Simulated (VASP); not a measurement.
A run of VASP 6.6.1 is set up as follows.

The input INCAR:

```
SYSTEM = MgO
PREC = Accurate
ENCUT = 600
EDIFF = 1E-6
ISMEAR = -1
SIGMA = 0.1
LREAL = .FALSE.
LASPH = .TRUE.
NELM = 120
ALGO = Normal
ISIF = 2
LWAVE = .FALSE.
LCHARG = .FALSE.
GGA = PE
NBANDS = 11
GGA_COMPAT = .FALSE.
```

The input KPOINTS:

```
regular mesh
0
G
  4 4 4
  0 0 0
```

The input POSCAR:

```
MgO
1.0
   -2.1271493010      0.0000000000      2.1271493010
    0.0000000000      2.1271493010      2.1271493010
   -2.1271493010      2.1271493010      0.0000000000
Mg O
1 1
Direct
    0.0000000000      0.0000000000      0.0000000000
    0.5000000000      0.5000000000      0.5000000000
```

Potentials or basis: VASP PAW PBE potentials, release 64 (Mg, O).

Run with:

```sh
$ cat potpaw_PBE.64/Mg/POTCAR potpaw_PBE.64/O/POTCAR > POTCAR
$ mpirun -np 1 vasp_std > vasp.out
```

Question: Predict the band gap on the k mesh.

Answer: 4.43 eV, direct.

Question: Predict the pressure.

Answer: -1.1 GPa.

Caveat: the k points lie up to 0.64 Å⁻¹ apart. Expect the measured gap to be larger: semilocal functionals such as PBE lack the derivative discontinuity.
